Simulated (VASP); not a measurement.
# Ca11Mg5O16 (P1) in VASP: single point with PBEsol

Aim: the single point of Ca11Mg5O16 with PBEsol.

Everything below comes from runs of VASP 6.6.1. Logs are shortened: lines on timing, memory, paths and dates and some standing lists are left out, and cuts for length are marked.

## (1) The cell of the first run

The typed cell holds 64 atoms: a = 9.226 Å, b = 9.226 Å, c = 9.226 Å, α = 90.00°, β = 90.00°, γ = 90.00°.

## (2) Single point, PBEsol

Contents of INCAR:

```
SYSTEM = Ca11Mg5O16
PREC = Accurate
ENCUT = 520
EDIFF = 1E-7
ISMEAR = -1
SIGMA = 0.05
LREAL = Auto
LASPH = .True.
NELM = 100
ALGO = Normal
ISIF = 2
LWAVE = .False.
LCHARG = .False.
GGA = PS
NBANDS = 254
```

Contents of KPOINTS:

```
Automatic mesh
0
Gamma
  1 1 1
  0.5 0.5 0.5
```

Contents of POSCAR:

```
Ca11Mg5O16
1.0
    9.2260106111      0.0000000000      0.0000000000
    0.0000000000      9.2260106111      0.0000000000
    0.0000000000      0.0000000000      9.2260106111
O Ca Mg
32 22 10
Direct
    0.2615870000      0.0110600000      0.9997940000
    0.2498310000      0.0016710000      0.4997380000
    0.2493730000      0.4889980000      0.0111310000
    0.2397600000      0.4984710000      0.4864850000
    0.7389840000      0.0022590000      0.9918570000
    0.7494490000      0.0007120000      0.5078840000
    0.7564170000      0.4979720000      0.0110280000
    0.7608720000      0.4994990000      0.4887410000
    0.0104780000      0.2613150000      0.9890040000
    0.0011900000      0.2632620000      0.5125470000
    0.0018330000      0.7382440000      0.9982120000
    0.0002080000      0.7362590000      0.5012660000
    0.4902090000      0.2544430000      0.9889470000
    0.4985580000      0.2517140000      0.5130520000
    0.4987920000      0.7329310000      0.9976810000
    0.4999810000      0.7487680000      0.5010800000
    0.9989570000      0.0014460000      0.2483270000
    0.9899100000      0.0139990000      0.7518590000
    0.0004870000      0.4978850000      0.2455330000
    0.9993220000      0.4882570000      0.7560660000
    0.5012370000      0.0022240000      0.2349310000
    0.5098240000      0.0139270000      0.7635790000
    0.5015520000      0.4976190000      0.2373940000
    0.5013720000      0.4871730000      0.7618230000
    0.2499960000      0.2612440000      0.2399160000
    0.2499490000      0.2509620000      0.7608160000
    0.2501510000      0.7372040000      0.2478420000
    0.2501700000      0.7501370000      0.7507260000
    0.7503710000      0.2594340000      0.2491380000
    0.7499710000      0.2425120000      0.7522180000
    0.7502810000      0.7394570000      0.2493280000
    0.7500810000      0.7573800000      0.7502840000
    0.0002480000      0.0054710000      0.9959370000
    0.9976480000      0.0033450000      0.5045660000
    0.5019410000      0.0025450000      0.5060360000
    0.5004430000      0.4981980000      0.4964830000
    0.2480210000      0.2542960000      0.5027280000
    0.2522280000      0.7438000000      0.0011850000
    0.2481660000      0.7455420000      0.4973520000
    0.7490460000      0.2534730000      0.9974940000
    0.7520280000      0.2525030000      0.5041810000
    0.7478760000      0.7464810000      0.9998060000
    0.7519420000      0.7474470000      0.4997790000
    0.2525540000      0.0027160000      0.2454930000
    0.2523770000      0.0063650000      0.7541590000
    0.2480400000      0.4946980000      0.7551890000
    0.7477310000      0.9999550000      0.2468130000
    0.7522890000      0.4950550000      0.7538620000
    0.0018460000      0.2565790000      0.2471710000
    0.0001770000      0.7418820000      0.2488290000
    0.9982930000      0.7462330000      0.7504110000
    0.4982880000      0.2547860000      0.2430580000
    0.5002270000      0.7444140000      0.2442350000
    0.5021600000      0.7513000000      0.7545750000
    0.0021450000      0.4944720000      0.0022440000
    0.9998110000      0.4972190000      0.4942490000
    0.4994220000      0.0177830000      0.9945260000
    0.4941200000      0.4953310000      0.0024840000
    0.2513170000      0.2574380000      0.9970890000
    0.2451210000      0.4962680000      0.2435620000
    0.7471370000      0.0087090000      0.7551270000
    0.7546100000      0.4990690000      0.2450720000
    0.0008450000      0.2551560000      0.7539900000
    0.4995860000      0.2515090000      0.7578090000
```

Potentials or basis: VASP PAW PBE potentials, release 64 (O, Ca_sv, Mg).

Launch:

```sh
> cat potpaw_PBE.64/O/POTCAR potpaw_PBE.64/Ca_sv/POTCAR potpaw_PBE.64/Mg/POTCAR > POTCAR
> mpirun -np 1 vasp_std > vasp.out
```

OUTCAR:

```text
SYSTEM = Ca11Mg5O16
   PREC = Accurate
   ENCUT = 520
   EDIFF = 1E-7
   ISMEAR = -1
   LREAL = Auto
   LASPH = .True.
   NELM = 100
   ISIF = 2
   GGA = PS

 ion  position               nearest neighbor table
   1  0.262  0.011  1.000-  57 2.20  45 2.27  44 2.27  59 2.28  33 2.41  38 2.47
   2  0.250  0.002  0.500-  35 2.33  34 2.33  37 2.33  44 2.35  45 2.35  39 2.36
   3  0.249  0.489  0.011-  59 2.14  60 2.15  58 2.26  55 2.28  38 2.35  46 2.36
   4  0.240  0.498  0.486-  56 2.21  60 2.24  37 2.26  39 2.28  36 2.41  46 2.48
   5  0.739  0.002  0.992-  61 2.19  57 2.21  40 2.32  47 2.35  42 2.36  33 2.41
   6  0.749  0.001  0.508-  61 2.28  35 2.28  34 2.29  41 2.32  43 2.34  47 2.41
[... 32 lines left out ...]
  36  0.500  0.498  0.496-  14 2.28  16 2.31  23 2.39   8 2.40   4 2.41  24 2.45  62 3.30  64 3.32
                            60 3.32
  37  0.248  0.254  0.503-   4 2.26  10 2.28  14 2.31   2 2.33  26 2.38  25 2.43  56 3.21  63 3.25
                            60 3.27  64 3.31
  38  0.252  0.744  0.001-  27 2.28  15 2.28  11 2.31  28 2.31   3 2.35   1 2.47  60 3.20  58 3.20
                            55 3.26  57 3.41
  39  0.248  0.746  0.497-   4 2.28  12 2.29  27 2.30  16 2.32  28 2.34   2 2.36  56 3.24  60 3.28

  40  0.749  0.253  0.997-   7 2.26  30 2.27   5 2.32  29 2.32  13 2.39   9 2.41  48 3.17  57 3.17
                            61 3.18  64 3.19  62 3.22  55 3.22  63 3.23  58 3.24
  41  0.752  0.253  0.504-   8 2.28  30 2.29  10 2.30   6 2.32  14 2.34  29 2.35  56 3.21  61 3.23
                            63 3.25  62 3.30  64 3.30
  42  0.748  0.746  1.000-   7 2.30  15 2.30  31 2.30  32 2.30  11 2.34   5 2.36  62 3.21  58 3.29
                            55 3.30  61 3.31  57 3.39
  43  0.752  0.747  0.500-   8 2.29  12 2.29  31 2.31  32 2.31  16 2.32   6 2.34  56 3.25  62 3.28
                            61 3.37
  44  0.253  0.003  0.245-   1 2.27  21 2.30  17 2.34   2 2.35  25 2.39  27 2.45  57 3.25  59 3.28

  45  0.252  0.006  0.754-  26 2.26   1 2.27   2 2.35  28 2.36  22 2.38  18 2.42  57 3.18  64 3.21
                            59 3.22  63 3.26
  46  0.248  0.495  0.755-  26 2.25  20 2.30  24 2.34  28 2.36   3 2.36   4 2.48  59 3.13  63 3.18
                            55 3.22  58 3.22  64 3.23  56 3.32
  47  0.748  1.000  0.247-  21 2.28  17 2.32   5 2.35  29 2.39  31 2.40   6 2.41  57 3.27
  48  0.752  0.495  0.754-  20 2.28  24 2.32  30 2.33   7 2.37  32 2.42   8 2.45  40 3.17  63 3.19
                            64 3.24  55 3.25  58 3.31  56 3.31
  49  0.002  0.257  0.247-  19 2.23  25 2.29  29 2.32  17 2.35   9 2.38  10 2.45  55 3.15  60 3.15
                            56 3.18  62 3.20  59 3.26
  50  0.000  0.742  0.249-  19 2.25  31 2.31  27 2.31  11 2.31  12 2.33  17 2.39  62 3.19  56 3.20
                            60 3.20  55 3.22
  51  0.998  0.746  0.750-  11 2.29  32 2.29  12 2.30  28 2.32  20 2.38  18 2.47  55 3.29  56 3.30
                            61 3.35
  52  0.498  0.255  0.243-  23 2.24  25 2.29  29 2.33  21 2.33  13 2.35  14 2.49  58 3.14  57 3.17
                            59 3.22  60 3.23  62 3.27
  53  0.500  0.744  0.244-  15 2.28  23 2.28  31 2.31  27 2.31  16 2.37  21 2.38  58 3.20  62 3.26
                            60 3.28  57 3.42
  54  0.502  0.751  0.755-  15 2.25  32 2.29  28 2.33  16 2.34  22 2.43  24 2.44  61 3.28  58 3.29
                            57 3.31
[... 276 lines left out ...]
     AMIX_MAG =   1.60;   BMIX_MAG =  1.00
  volume/ion in A,a.u.               =      12.27        82.81
  Fermi-wavevector in a.u.,A,eV,Ry     =   1.341391  2.534862 24.481377  1.799330
  Thomas-Fermi vector in A             =   2.469628
   LORBIT       =      0    0 simple, 1 ext, 2 COOP (PROOUT), +10 PAW based schemes
   GGA     = PS    functional components
   LHFCALC =     F    Hartree Fock is set to
   AEXX    =    0.0000 exact exchange contribution
   IVDW    =     0    specifies the selected vdW correction
   LEPSILON=     F    determine dielectric tensor
   LRPA    =     F    only Hartree local field effects (RPA)
 non-spin polarized calculation
  energy-cutoff  :      520.00
  volume of cell :      785.31
 maximum number of plane-waves:     21008
 NGX is ok and might be reduce to    70
   NGX = 35   NGY = 35   NGZ = 35

 number of electron     431.9999997 magnetization

 Free energy of the ion-electron system (eV)
  ---------------------------------------------------
  ext. energy  EPLUGINS =         0.00000000
  ---------------------------------------------------
  free energy    TOTEN  =      -416.67423184 eV

  energy without entropy =     -416.67423184  energy(sigma->0) =     -416.67423184

 E-fermi :   3.2902     XC(G=0): -10.9594

 val. band max:        2.0430619508   @ k =   0.5000   0.5000   0.5000
 cond. band min:       7.6903684985   @ k =   0.5000   0.5000   0.5000
 fundamental gap:      5.6473065477
 Fermi energy:         3.2902034843

 k-point     1 :       0.5000    0.5000    0.5000
  band No.  band energies     occupation
      1     -34.8270      2.00000
      2     -34.8135      2.00000
      3     -34.7191      2.00000
      4     -34.6702      2.00000
      5     -34.6128      2.00000
      6     -34.6010      2.00000
[... 220 lines left out ...]
    227       8.0697      0.00000
    228       8.2169      0.00000
 [bands above 228 left out]

------------------------ aborting loop because EDIFF is reached ----------------------------------------

  FORCE on cell =-STRESS in cart. coord.  units (eV):
  Direction    XX          YY          ZZ          XY          YZ          ZX
  --------------------------------------------------------------------------------------
  -------------------------------------------------------------------------------------
  Total        4.6136047      1.2733054      0.3825790      0.3403408     -0.6630772      0.4763574
  in kB        9.4125894      2.5977738      0.7805305      0.6943570     -1.3527976      0.9718554
  external PRESSURE =       4.2636312 kB  Pullay stress =       0.0000000 kB

 VOLUME and BASIS-vectors are now :
 -----------------------------------------------------------------------------
  energy-cutoff  :      520.00
  volume of cell :      785.31
      direct lattice vectors                 reciprocal lattice vectors
     9.226010611  0.000000000  0.000000000     0.108389210  0.000000000  0.000000000
     0.000000000  9.226010611  0.000000000     0.000000000  0.108389210  0.000000000
     0.000000000  0.000000000  9.226010611     0.000000000  0.000000000  0.108389210

 POSITION                                       TOTAL-FORCE (eV/Angst)
 -----------------------------------------------------------------------------------
      2.41340      0.10204      9.22411         0.036142      0.029552      0.001502
      2.30494      0.01542      4.61059        -0.002330     -0.004649     -0.001574
      2.30072      4.51150      0.10269        -0.000636     -0.035321      0.038786
      2.21203      4.59890      4.48832        -0.035800      0.003799     -0.033091
      6.81787      0.02084      9.15088        -0.035814     -0.010206     -0.041180
      6.91442      0.00657      4.68574        -0.000526     -0.003862      0.037979
[... 56 lines left out ...]
      0.00780      2.35407      6.95632        -0.000066      0.002530      0.003250
      4.60919      2.32042      6.99155         0.000628     -0.001220      0.006307
 -----------------------------------------------------------------------------------
    total drift:                               -0.004036      0.008142      0.000486

  FREE ENERGIE OF THE ION-ELECTRON SYSTEM (eV)
  ---------------------------------------------------
  free  energy   TOTEN  =      -416.6742318379 eV

  energy  without entropy=     -416.6742318378  energy(sigma->0) =     -416.67423184
```

Wall time 9.4 min (1 thread of Intel Xeon Platinum 8259CL at 2.50GHz (Skylake/Cascade Lake), shared host); peak memory 0.77 GiB.

Results:

- Free energy: -416.6742 eV
- Pressure: 0.4 GPa
- Largest force: 0.062 eV/Å
- Band gap on the k mesh: 5.65 eV

Forces in eV/Å, atoms in the order of the input:
```
O    0.036  0.030  0.002
O   -0.002 -0.005 -0.002
O   -0.001 -0.035  0.039
O   -0.036  0.004 -0.033
O   -0.036 -0.010 -0.041
O   -0.001 -0.004  0.038
O    0.004  0.005  0.041
O    0.038  0.003 -0.033
O    0.034  0.035 -0.037
O   -0.004  0.034  0.035
O   -0.004 -0.035  0.004
O   -0.001 -0.032 -0.001
O   -0.035  0.007 -0.038
O    0.003 -0.004  0.036
O    0.003 -0.016  0.003
O    0.000  0.003 -0.002
O    0.002 -0.006  0.005
O   -0.038  0.033 -0.004
O    0.001  0.004 -0.001
O    0.002 -0.035  0.001
O   -0.003 -0.006 -0.035
O    0.035  0.031  0.033
O    0.002  0.007 -0.034
O    0.000 -0.031  0.032
O    0.001  0.036 -0.029
O    0.000  0.000  0.031
O    0.000 -0.032  0.002
O    0.000  0.003 -0.008
O    0.001  0.032  0.003
O    0.000 -0.042 -0.006
O   -0.001 -0.036  0.002
O    0.002  0.039  0.000
Ca   0.000 -0.009  0.010
Ca   0.005 -0.006 -0.010
Ca  -0.005 -0.006 -0.007
Ca   0.000  0.005  0.003
Ca   0.004 -0.011 -0.003
Ca  -0.004  0.010 -0.005
Ca   0.005  0.011  0.004
Ca   0.000 -0.009  0.006
Ca  -0.004 -0.006 -0.006
Ca   0.004  0.010  0.000
Ca  -0.004  0.006  0.000
Ca  -0.006 -0.006  0.012
Ca  -0.003 -0.013 -0.011
Ca   0.004  0.014 -0.008
Ca   0.006 -0.002  0.007
Ca  -0.005  0.008 -0.007
Ca  -0.003 -0.015  0.006
Ca   0.000  0.016  0.004
Ca   0.004  0.007 -0.003
Ca   0.004 -0.013  0.010
Ca   0.000  0.014  0.012
Ca  -0.004  0.004 -0.012
Mg   0.003 -0.003  0.003
Mg  -0.001  0.000 -0.002
Mg   0.001  0.010 -0.003
Mg  -0.005 -0.006  0.000
Mg   0.003  0.006 -0.001
Mg  -0.004  0.001 -0.006
Mg  -0.004  0.005  0.003
Mg   0.006  0.001 -0.002
Mg   0.000  0.003  0.003
Mg   0.001 -0.001  0.006
```

Stress tensor (GPa, compression positive):
```
 0.94  0.07  0.10
 0.07  0.26 -0.14
 0.10 -0.14  0.08
```

Caveat: the k points lie up to 0.68 Å⁻¹ apart; the PAW data sets were made with another functional, which shifts forces and pressure a little; a shifted mesh leaves out Γ, where band edges can lie. A k mesh can miss the band edges.
